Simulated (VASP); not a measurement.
# HfC in VASP: notebook, part 2 of 2

VASP 6.6.1. Earlier steps stand in the parts before.

## Step 6: Single point, PBE

This run uses another cell than the first one, of 12.32 Å³/atom, 0.970 times its volume.

INCAR reads:

```
ALGO = Normal
EDIFF = 1E-6
ENCUT = 520
GGA = PE
ISIF = 2
ISMEAR = -1
LASPH = True
LCHARG = False
LREAL = False
LWAVE = False
NBANDS = 14
NELM = 60
PREC = Accurate
SIGMA = 0.05
```

KPOINTS reads:

```
k-points
0
Gamma
  10 10 10
```

POSCAR reads:

```
HfC
1.0
    0.0000000000      2.3093955030      2.3093955030
    2.3093955030      0.0000000000      2.3093955030
    2.3093955030      2.3093955030      0.0000000000
Hf C
1 1
Direct
    0.5000000000      0.5000000000      0.5000000000
    0.0000000000      0.0000000000      0.0000000000
```

Potentials or basis: VASP PAW PBE potentials, release 64 (Hf_pv, C).

Command:

```
cat potpaw_PBE.64/Hf_pv/POTCAR potpaw_PBE.64/C/POTCAR > POTCAR
mpirun -np 1 vasp_std > vasp.out
```

OUTCAR:

```text
EDIFF = 1E-6
   ENCUT = 520
   GGA = PE
   ISIF = 2
   ISMEAR = -1
   LASPH = True
   LREAL = False
   NELM = 60
   PREC = Accurate

 ion  position               nearest neighbor table
   1  0.500  0.500  0.500-   2 2.31   2 2.31   2 2.31   2 2.31   2 2.31   2 2.31
   2  0.000  0.000  0.000-   1 2.31   1 2.31   1 2.31   1 2.31   1 2.31   1 2.31

  LATTYP: Found a face centered cubic cell.
 ALAT       =     4.6187910060

  Lattice vectors:

 A1 = (   0.0000000000,   2.3093955030,   2.3093955030)
 A2 = (   2.3093955030,   0.0000000000,   2.3093955030)
 A3 = (   2.3093955030,   2.3093955030,   0.0000000000)

Analysis of symmetry for initial positions (statically):
=====================================================================
 Subroutine PRICEL returns:
 Original cell was already a primitive cell.

 Routine SETGRP: Setting up the symmetry group for a
 face centered cubic supercell.

 Subroutine GETGRP returns: Found 48 space group operations
 (whereof 48 operations were pure point group operations)
 out of a pool of 48 trial point group operations.

The static configuration has the point symmetry O_h .

Analysis of symmetry for dynamics (positions and initial velocities):
=====================================================================
 Subroutine PRICEL returns:
 Original cell was already a primitive cell.

 Routine SETGRP: Setting up the symmetry group for a
 face centered cubic supercell.

 Subroutine GETGRP returns: Found 48 space group operations
 (whereof 48 operations were pure point group operations)
 out of a pool of 48 trial point group operations.

The dynamic configuration has the point symmetry O_h .

 Subroutine INISYM returns: Found 48 space group operations
 (whereof 48 operations are pure point group operations),
 and found     1 'primitive' translations

----------------------------------------------------------------------------------------

                                     Primitive cell

  volume of cell :      24.6334

[... 117 lines left out ...]
   LEPSILON=     F    determine dielectric tensor
   LRPA    =     F    only Hartree local field effects (RPA)
 non-spin polarized calculation
  energy-cutoff  :      520.00
  volume of cell :       24.63
 maximum number of plane-waves:       678
   NGX = 13   NGY = 13   NGZ = 13

 number of electron      14.0000002 magnetization

 Free energy of the ion-electron system (eV)
  ---------------------------------------------------
  ext. energy  EPLUGINS =         0.00000000
  ---------------------------------------------------
  free energy    TOTEN  =       -21.03767806 eV

  energy without entropy =      -21.03499625  energy(sigma->0) =      -21.03633715

 E-fermi :   6.1315     XC(G=0): -12.3855

 val. band max:        6.1132698212   @ k =   0.1000   0.0000   0.0000
 cond. band min:       6.2575950755   @ k =   0.1000   0.1000   0.0000
 fundamental gap:      0.1443252543
 Fermi energy:         6.1314906178

 k-point     1 :       0.0000    0.0000    0.0000
  band No.  band energies     occupation
      1     -23.3630      2.00000
      2     -23.3630      2.00000
      3     -23.3630      2.00000
      4      -6.3023      2.00000
      5       7.1198      0.00000
      6       7.1198      0.00000
      7       7.1198      0.00000
      8       7.5075      0.00000
      9       7.5075      0.00000
     10       7.5075      0.00000
     11       9.5640      0.00000
     12       9.5640      0.00000
     13      13.1788      0.00000
     14      17.1697      0.00000
[... 377 lines left out ...]
      1     -23.8919      2.00000
      2     -23.5753      2.00000
      3     -23.5530      2.00000
      4      -4.1817      2.00000
      5       2.3616      2.00000
      6       4.2665      2.00000
      7       5.3949      2.00000
      8       6.3206      0.04451
      9      11.5940      0.00000
     10      12.6427      0.00000
     11      12.7714      0.00000
     12      14.6230      0.00000
     13      17.9987      0.00000
     14      18.9893      0.00000

 [... further k-points ...]

------------------------ aborting loop because EDIFF is reached ----------------------------------------

  FORCE on cell =-STRESS in cart. coord.  units (eV):
  Direction    XX          YY          ZZ          XY          YZ          ZX
  --------------------------------------------------------------------------------------
  -------------------------------------------------------------------------------------
  Total        0.7040313      0.7040313      0.7040313     -0.0000000     -0.0000000      0.0000000
  in kB       45.7907369     45.7907369     45.7907369     -0.0000000     -0.0000000      0.0000000
  external PRESSURE =      45.7907369 kB  Pullay stress =       0.0000000 kB

 VOLUME and BASIS-vectors are now :
 -----------------------------------------------------------------------------
  energy-cutoff  :      520.00
  volume of cell :       24.63
      direct lattice vectors                 reciprocal lattice vectors
     0.000000000  2.309395503  2.309395503    -0.216506873  0.216506873  0.216506873
     2.309395503  0.000000000  2.309395503     0.216506873 -0.216506873  0.216506873
     2.309395503  2.309395503  0.000000000     0.216506873  0.216506873 -0.216506873

 POSITION                                       TOTAL-FORCE (eV/Angst)
 -----------------------------------------------------------------------------------
      2.30940      2.30940      2.30940         0.000000      0.000000     -0.000000
      0.00000      0.00000      0.00000        -0.000000      0.000000      0.000000
 -----------------------------------------------------------------------------------
    total drift:                                0.000000     -0.000000      0.000000

  FREE ENERGIE OF THE ION-ELECTRON SYSTEM (eV)
  ---------------------------------------------------
  free  energy   TOTEN  =       -21.0376780556 eV

  energy  without entropy=      -21.0349962501  energy(sigma->0) =      -21.03633715
```

OSZICAR:

```text
N       E                     dE             d eps       ncg     rms          rms(c)
DAV:   1     0.234486478049E+02    0.23449E+02   -0.78249E+03  1324   0.988E+02
DAV:   2    -0.225602264583E+02   -0.46009E+02   -0.42717E+02  1688   0.199E+02
DAV:   3    -0.241902916336E+02   -0.16301E+01   -0.16226E+01  1616   0.274E+01
DAV:   4    -0.241975662434E+02   -0.72746E-02   -0.72742E-02  1514   0.226E+00
DAV:   5    -0.241976091546E+02   -0.42911E-04   -0.42912E-04  1624   0.158E-01    0.590E+01
DAV:   6    -0.210981770006E+02    0.30994E+01   -0.11865E+01  1412   0.182E+01    0.423E+01
DAV:   7    -0.210516935073E+02    0.46483E-01   -0.53350E-01  1646   0.514E+00    0.250E+01
DAV:   8    -0.210434714979E+02    0.82220E-02   -0.64040E-02  1562   0.203E+00    0.598E+00
DAV:   9    -0.210379693338E+02    0.55022E-02   -0.20057E-02  1538   0.831E-01    0.205E+00
DAV:  10    -0.210376804043E+02    0.28893E-03   -0.13703E-03  1610   0.273E-01    0.455E-02
DAV:  11    -0.210376782789E+02    0.21254E-05   -0.71402E-05  1562   0.725E-02    0.184E-02
DAV:  12    -0.210376780556E+02    0.22324E-06   -0.24144E-06  1610   0.134E-02
   1 F= -.21037678E+02 E0= -.21036337E+02  d E =-.268181E-02
```

stdout:

```text
POSCAR found type information on POSCAR HfC
 POSCAR found :  2 types and       2 ions
 scaLAPACK will be used
 LDA part: xc-table for (Slater+PW92), standard interpolation
 POSCAR, INCAR and KPOINTS ok, starting setup
 FFT: planning ... GRIDC
 FFT: planning ... GRID_SOFT
 FFT: planning ... GRID
 WAVECAR not read
 entering main loop
```

Run time: 18 s. Hardware: 1 thread of AMD EPYC 7R43 (Zen 3), shared host; peak memory 0.11 GiB.

What came out:

| Property | Result |
| --- | --- |
| Free energy | -21.0377 eV |
| Pressure | 4.6 GPa |
| Band gap on the k mesh | zero (band 7 reaches 7.12 eV, above the bottom of band 8 at 5.71 eV) |

Caveat: spin-orbit coupling is left out, which moves the levels of the heavy elements.

## Step 7: The runs side by side

| cell | k mesh | gap on the mesh (eV) | pressure (GPa) |
| --- | --- | --- | --- |
| a = 3.305, b = 3.305, c = 3.288 Å, angles 60.2, 60.2, 59.7°, 2 atoms | 8 × 8 × 8 | none | -2.7 |
| a = 3.321, b = 3.321, c = 3.288 Å, angles 60.3, 60.3, 59.3°, 2 atoms | 8 × 8 × 8 | none | -4.8 |
| a = 3.221 Å, angles 60.0°, 2 atoms | 10 × 10 × 10 | none | 16.2 |
| a = 3.244 Å, angles 60.0°, 2 atoms | 10 × 10 × 10 | none | 10.1 |
| a = 3.266 Å, angles 60.0°, 2 atoms | 10 × 10 × 10 | none | 4.6 |

Alike in all rows: task single point; level PBE; potentials or basis VASP PAW PBE potentials, release 64 (Hf_pv, C); no spin polarisation; cutoff (eV) 520; smearing fermi-dirac 0.05 eV.

Caveats: spin-orbit coupling is left out, which moves the levels of the heavy elements.

Absolute energies hang on the potentials; compare differences alone.
